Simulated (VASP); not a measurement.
# BeCd2O3 (P-3m1) in VASP: relaxation of cell and atoms with PBEsol

Aim: the relaxation of cell and atoms of BeCd2O3 with PBEsol.

Everything below comes from runs of VASP 6.6.1. Logs are shortened: lines on timing, memory, paths and dates and some standing lists are left out, and cuts for length are marked.

## Step 1: The cell of the first run

Symmetry: P-3m1, No. 164, trigonal system. Conventional cell: a = 3.270 Å, b = 3.270 Å, c = 8.005 Å, α = 90.00°, β = 90.00°, γ = 120.00°. Within 3.1 Å of Be (site symmetry -3m) lie 6 O at 2.31 Å. Within 3.0 Å of Cd (site symmetry 3m) lie 6 O at 2.26 to 2.37 Å. O (site symmetry 3m) has 3 Be at 2.31 Å and 3 Cd at 2.37 Å within 3.1 Å. O (site symmetry -3m) has 6 Cd at 2.26 Å within 3.0 Å.

## Step 2: Relaxation of cell and atoms, PBEsol

INCAR

```
SYSTEM = BeCd2O3
PREC     = Accurate       ! precision mode
ENCUT    = 600            ! plane-wave cutoff, eV
EDIFF    = 1E-7           ! SCF threshold, eV
ISMEAR   = -1             ! smearing method
SIGMA    = 0.03           ! smearing width, eV
LREAL    = .False.        ! projectors in reciprocal space
LASPH    = .True.         ! aspherical terms in the spheres
NELM     = 120            ! most SCF steps
ALGO     = Normal         ! electronic algorithm
ISIF     = 3              ! what is computed and relaxed
LWAVE    = .False.        ! write WAVECAR
LCHARG   = .False.        ! write CHGCAR
GGA      = PS             ! functional
IBRION   = 2              ! ionic algorithm
NSW      = 100            ! ionic steps
EDIFFG   = -0.01          ! ionic threshold
GGA_COMPAT= .False.      
NELMIN   = 4
```

KPOINTS

```
regular mesh
0
Gamma
  9 9 4
  0 0 0
```

POSCAR

```
BeCd2O3
1.0
    3.2704416100      0.0000000000      0.0000000000
   -1.6352208100      2.8322855200      0.0000000000
    0.0000000000      0.0000000000      8.0052827900
Be Cd O
1 2 3
Direct
    0.0000000000      0.0000000000      0.0000000000
    0.3333333300      0.6666666700      0.6559942900
    0.6666666700      0.3333333300      0.3440057100
    0.3333333300      0.6666666700      0.1659022100
    0.6666666700      0.3333333300      0.8340977900
    0.0000000000      0.0000000000      0.5000000000
```

Potentials or basis: VASP PAW PBE potentials, release 64 (Be, Cd, O).

Run with:

```console
$ cat potpaw_PBE.64/Be/POTCAR potpaw_PBE.64/Cd/POTCAR potpaw_PBE.64/O/POTCAR > POTCAR
$ mpirun -np 1 vasp_std > vasp.out
```

OUTCAR:

```text
SYSTEM = BeCd2O3
   PREC = Accurate
   ENCUT = 600
   EDIFF = 1E-7
   ISMEAR = -1
   LREAL = .False.
   LASPH = .True.
   NELM = 120
   ISIF = 3
   GGA = PS
   IBRION = 2
   NSW = 100
   EDIFFG = -0.01
   NELMIN = 4

 ion  position               nearest neighbor table
   1  0.000  0.000  0.000-
   2  0.333  0.667  0.656-   6 2.26   6 2.26   6 2.26   5 2.37   5 2.37   5 2.37   3 3.13   3 3.13
                             3 3.13
   3  0.667  0.333  0.344-   6 2.26   6 2.26   6 2.26   4 2.37   4 2.37   4 2.37   2 3.13   2 3.13
                             2 3.13
   4  0.333  0.667  0.166-   3 2.37   3 2.37   3 2.37
   5  0.667  0.333  0.834-   2 2.37   2 2.37   2 2.37
   6  0.000  0.000  0.500-   2 2.26   3 2.26   3 2.26   2 2.26   3 2.26   2 2.26

  LATTYP: Found a hexagonal cell.
 ALAT       =     3.2704416100
 C/A-ratio  =     2.4477681441

  Lattice vectors:

 A1 = (   3.2704416100,   0.0000000000,   0.0000000000)
 A2 = (  -1.6352208100,   2.8322855200,   0.0000000000)
 A3 = (   0.0000000000,   0.0000000000,   8.0052827900)

Analysis of symmetry for initial positions (statically):
=====================================================================
 Subroutine PRICEL returns:
 Original cell was already a primitive cell.

 Routine SETGRP: Setting up the symmetry group for a
 hexagonal supercell.

 Subroutine GETGRP returns: Found 12 space group operations
 (whereof 12 operations were pure point group operations)
 out of a pool of 24 trial point group operations.

The static configuration has the point symmetry D_3d.

Analysis of symmetry for dynamics (positions and initial velocities):
=====================================================================
 Subroutine PRICEL returns:
 Original cell was already a primitive cell.

 Routine SETGRP: Setting up the symmetry group for a
 hexagonal supercell.

 Subroutine GETGRP returns: Found 12 space group operations
 (whereof 12 operations were pure point group operations)
 out of a pool of 24 trial point group operations.

The dynamic configuration has the point symmetry D_3d.

 Subroutine INISYM returns: Found 12 space group operations
 (whereof 12 operations are pure point group operations),
 and found     1 'primitive' translations

----------------------------------------------------------------------------------------

                                     Primitive cell

  volume of cell :      74.1515

  direct lattice vectors                    reciprocal lattice vectors
     3.270441610  0.000000000  0.000000000     0.305769104  0.176535875  0.000000000
[... 111 lines left out ...]
   IALGO  =     38    algorithm
   IMIX   =      4    mixing-type and parameters
     AMIX     =   0.40;   BMIX     =  1.00
     AMIX_MAG =   1.60;   BMIX_MAG =  1.00
  volume/ion in A,a.u.               =      12.36        83.40
  Fermi-wavevector in a.u.,A,eV,Ry     =   1.375685  2.599668 25.749153  1.892509
  Thomas-Fermi vector in A             =   2.500998
   LORBIT       =      0    0 simple, 1 ext, 2 COOP (PROOUT), +10 PAW based schemes
   GGA     = PS    functional components
   LHFCALC =     F    Hartree Fock is set to
   AEXX    =    0.0000 exact exchange contribution
   IVDW    =     0    specifies the selected vdW correction
   LEPSILON=     F    determine dielectric tensor
   LRPA    =     F    only Hartree local field effects (RPA)
 conjugate gradient relaxation of ions
 non-spin polarized calculation
  energy-cutoff  :      600.00
  volume of cell :       74.15
 maximum number of plane-waves:      2515
 NGX is ok and might be reduce to    28
   NGX = 13   NGY = 13   NGZ = 31

--------------------------------------- Ionic step        1  -------------------------------------------

 number of electron      44.0000000 magnetization

 Free energy of the ion-electron system (eV)
  ---------------------------------------------------
  ext. energy  EPLUGINS =         0.00000000
  ---------------------------------------------------
  free energy    TOTEN  =       -27.58337699 eV

  energy without entropy =      -27.58256692  energy(sigma->0) =      -27.58297196

------------------------ aborting loop because EDIFF is reached ----------------------------------------

  FORCE on cell =-STRESS in cart. coord.  units (eV):
  Direction    XX          YY          ZZ          XY          YZ          ZX
  --------------------------------------------------------------------------------------
  -------------------------------------------------------------------------------------
  Total       -4.1757589     -4.1757589     -4.7451576      0.0000000      0.0000000      0.0000000
  in kB      -90.2247921    -90.2247923   -102.5276750      0.0000002      0.0000000      0.0000000
  external PRESSURE =     -94.3257531 kB  Pullay stress =       0.0000000 kB
[... 101 lines left out ...]
  FREE ENERGIE OF THE ION-ELECTRON SYSTEM (eV)
  ---------------------------------------------------
  free  energy   TOTEN  =       -28.6129877549 eV

  energy  without entropy=      -28.6129876972  energy(sigma->0) =      -28.61298773

 E-fermi :   3.0913     XC(G=0): -12.0503

 val. band max:        2.8756438237   @ k =   0.2222   0.2222   0.0000
 cond. band min:       3.2348952308   @ k =   0.0000   0.0000   0.0000
 fundamental gap:      0.3592514071
 Fermi energy:         3.0912725208

 k-point     1 :       0.0000    0.0000    0.0000
  band No.  band energies     occupation
      1     -15.1679      2.00000
      2     -14.4872      2.00000
      3     -13.7849      2.00000
      4      -4.9706      2.00000
      5      -4.5737      2.00000
      6      -4.4708      2.00000
[... 685 lines left out ...]
     25      10.4852      0.00000
     26      11.0679      0.00000

 [... further k-points ...]

[... ionic steps 4 to 12 ...]

--------------------------------------- Ionic step       13  -------------------------------------------

 number of electron      44.0000010 magnetization

------------------------ aborting loop because EDIFF is reached ----------------------------------------
[... 75 lines left out ...]
--------------------------------------- Ionic step       15  -------------------------------------------

 number of electron      44.0000009 magnetization

 Free energy of the ion-electron system (eV)
  ---------------------------------------------------
  ext. energy  EPLUGINS =         0.00000000
  ---------------------------------------------------
  free energy    TOTEN  =       -29.38009230 eV

  energy without entropy =      -29.38007226  energy(sigma->0) =      -29.38008228

 E-fermi :   3.2255     XC(G=0): -12.1525

 val. band max:        3.0082616467   @ k =   0.2222   0.2222   0.0000
 cond. band min:       3.3727053464   @ k =   0.0000   0.0000   0.0000
 fundamental gap:      0.3644436997
 Fermi energy:         3.2254978151

 k-point     1 :       0.0000    0.0000    0.0000
  band No.  band energies     occupation
      1     -15.1128      2.00000
      2     -14.4731      2.00000
      3     -13.7225      2.00000
      4      -5.0623      2.00000
      5      -4.6537      2.00000
      6      -4.4353      2.00000
[... 720 lines left out ...]
  FREE ENERGIE OF THE ION-ELECTRON SYSTEM (eV)
  ---------------------------------------------------
  free  energy   TOTEN  =       -29.3800922965 eV

  energy  without entropy=      -29.3800722635  energy(sigma->0) =      -29.38008228

 reached required accuracy - stopping structural energy minimisation
```

CONTCAR:

```text
BeCd2O3
   1.00000000000000
     3.0341339472136557    0.0000000004288645    0.0000000000000000
    -1.5170669778741424    2.6276370797880824   -0.0000000000000000
    -0.0000000000000000   -0.0000000000000000    7.9622086890672206
  Be              Cd              O
     1     2     3
Direct
     0.0000000000000000    0.0000000000000000    0.0000000000000000
     0.3333333300000021    0.6666666699999979    0.6868447955408725
     0.6666666699999979    0.3333333300000021    0.3131552044591276
     0.3333333300000021    0.6666666699999979    0.1195136819988428
     0.6666666699999979    0.3333333300000021    0.8804863180011573
     0.0000000000000000    0.0000000000000000    0.5000000000000000

  0.00000000E+00  0.00000000E+00  0.00000000E+00
  0.00000000E+00  0.00000000E+00  0.00000000E+00
  0.00000000E+00  0.00000000E+00  0.00000000E+00
  0.00000000E+00  0.00000000E+00  0.00000000E+00
  0.00000000E+00  0.00000000E+00  0.00000000E+00
  0.00000000E+00  0.00000000E+00  0.00000000E+00
```

Wall time 20 min (1 thread of Oxide Virtual Turin-like, shared host); peak memory 0.26 GiB.

Results:

- Free energy: -29.3801 eV
- Relaxed volume: 10.58 Å³/atom
- Relaxed cell: a = 3.034 Å, b = 3.034 Å, c = 7.962 Å, α = 90.00°, β = 90.00°, γ = 120.00°
- Space group after relaxing (to 0.1 Å): P-3m1 (No. 164)
- Energy gained by relaxing: 299.5 meV/atom
- Ionic steps: 15
- Pressure after relaxing: 0.1 GPa
- Largest force after relaxing: 0.007 eV/Å
- Band gap on the k mesh: 0.36 eV (least direct gap 0.65 eV)

Forces on the atoms (eV/Å):
```
Be   0.000  0.000  0.000
Cd   0.000  0.000 -0.002
Cd   0.000  0.000  0.002
O    0.000  0.000 -0.007
O    0.000  0.000  0.007
O    0.000  0.000  0.000
```

Step by step:
| step | energy change (eV) | largest force (eV/Å) | pressure (GPa) | volume (Å³) |
| --- | --- | --- | --- | --- |
| 1 | 0.0000 | 1.9238 | -9.43 | 74.15 |
| 2 | -0.8672 | 2.3404 | 1.60 | 66.61 |
| 3 | -1.0296 | 2.7195 | 15.98 | 61.05 |
| 4 | -1.4120 | 1.7160 | 13.19 | 60.74 |
| 5 | -1.5617 | 0.7354 | 11.44 | 60.40 |
| 6 | -1.7266 | 0.2886 | 2.63 | 63.02 |
| 7 | -1.7491 | 0.0681 | -1.80 | 64.62 |
| 8 | -1.7492 | 0.0758 | -1.54 | 64.51 |
| 9 | -1.7680 | 0.0607 | -1.14 | 64.28 |
| 10 | -1.7932 | 0.2280 | 0.14 | 63.58 |
| 11 | -1.7959 | 0.0746 | -0.07 | 63.61 |
| 12 | -1.7962 | 0.0782 | -0.16 | 63.62 |
| 13 | -1.7962 | 0.0801 | -0.17 | 63.62 |
| 14 | -1.7966 | 0.0406 | -0.02 | 63.55 |
| 15 | -1.7967 | 0.0068 | 0.11 | 63.48 |

Final structure:
```xyz
6
Lattice="3.0341 0.0000 0.0000 -1.5171 2.6276 0.0000 0.0000 0.0000 7.9622" Properties=species:S:1:pos:R:3 pbc="T T T"
Be    0.0000    0.0000    0.0000
Cd    0.0000    1.7518    5.4688
Cd    1.5171    0.8759    2.4934
O     0.0000    1.7518    0.9516
O     1.5171    0.8759    7.0106
O     0.0000    0.0000    3.9811
```

Caveat: semilocal functionals underestimate gaps, and a narrow one can read as zero; the PAW data sets were made with another functional, which shifts forces and pressure a little. A k mesh can miss the band edges.
